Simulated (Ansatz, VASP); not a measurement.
Two plane-wave programs on Y3AlN4

Contents of INCAR:

```
SYSTEM = Y3AlN4
  ALGO = Normal
  EDIFF = 1E-7
  EDIFFG = -0.04
  ENCUT = 600
  GGA = PE
  IBRION = 2
  ISIF = 3
  ISMEAR = 0
  LASPH = .TRUE.
  LCHARG = .FALSE.
  LREAL = .FALSE.
  LWAVE = .FALSE.
  NELM = 100
  NSW = 90
  PREC = Accurate
  SIGMA = 0.1
```

File KPOINTS:

```
k-points
0
G
  6 6 2
  0 0 0
```

POSCAR

```
Y3AlN4
1.0
    3.5636893500      0.0000000000      0.0000000000
    0.0000000000      3.5636893500      0.0000000000
    0.0000000000      0.0000000000     10.0796356100
Y Al N
3 1 4
Direct
    0.5000000000      0.5000000000      0.2500000000
    0.0000000000      0.0000000000      0.5000000000
    0.5000000000      0.5000000000      0.7500000000
    0.0000000000      0.0000000000      0.0000000000
    0.0000000000      0.0000000000      0.2500000000
    0.5000000000      0.5000000000      0.5000000000
    0.0000000000      0.0000000000      0.7500000000
    0.5000000000      0.5000000000      0.0000000000
```

Input for Ansatz:

```yaml
crystal:
  lattice:
    - [3.56368935, 0.0, 0.0]
    - [0.0, 3.56368935, 0.0]
    - [0.0, 0.0, 10.07963561]
  atoms:
    - { symbol: "Y", position: [0.5, 0.5, 0.25] }
    - { symbol: "Y", position: [0.0, 0.0, 0.5] }
    - { symbol: "Y", position: [0.5, 0.5, 0.75] }
    - { symbol: Al, position: [0.0, 0.0, 0.0] }
    - { symbol: "N", position: [0.0, 0.0, 0.25] }
    - { symbol: "N", position: [0.5, 0.5, 0.5] }
    - { symbol: "N", position: [0.0, 0.0, 0.75] }
    - { symbol: "N", position: [0.5, 0.5, 0.0] }
basis:
  ecutwfc: 420
kpoints:
  mp_grid: { grid: [6, 6, 2] }
hamiltonian:
  xc: pbe
scf:
  occupations: { method: gaussian, width: 0.1 }
  lower_state_search: "off"
output:
  forces: true
  stress: true
  eigenvalues: true
relax:
  adjacent_minimum: "off"
  f_tol: 0.04
  max_steps: 70
  cell: { stress_tol: 0.4 }
```

Alike in both runs: task relaxation of cell and atoms; functional PBE; k mesh 6 × 6 × 2; occupations gaussian, width 0.1 eV; no spin polarisation.

|  | VASP | Ansatz |
| --- | --- | --- |
| version | VASP 6.6.1 | Ansatz 0.2.0 |
| potentials or method | VASP PAW PBE potentials, release 64 (Y_sv, Al, N), cutoff 600 eV | scalar-relativistic, plane waves, PAW |
| valence electrons in the cell | 56 | 56 |

```csv
,VASP,Ansatz,Ansatz less VASP
"gap on the k mesh at the Fermi level, each at its own relaxed structure (eV)",0.28,0.28,-0.003
relaxed volume (Å³/atom),13.57,13.59,+0.020
relaxed length of the cell vector where the two differ most in proportion (Å),3.404,3.408,+0.0036
```

Noted on VASP's run: the volume moved by over 15 % at a fixed basis, so the end points are rough.
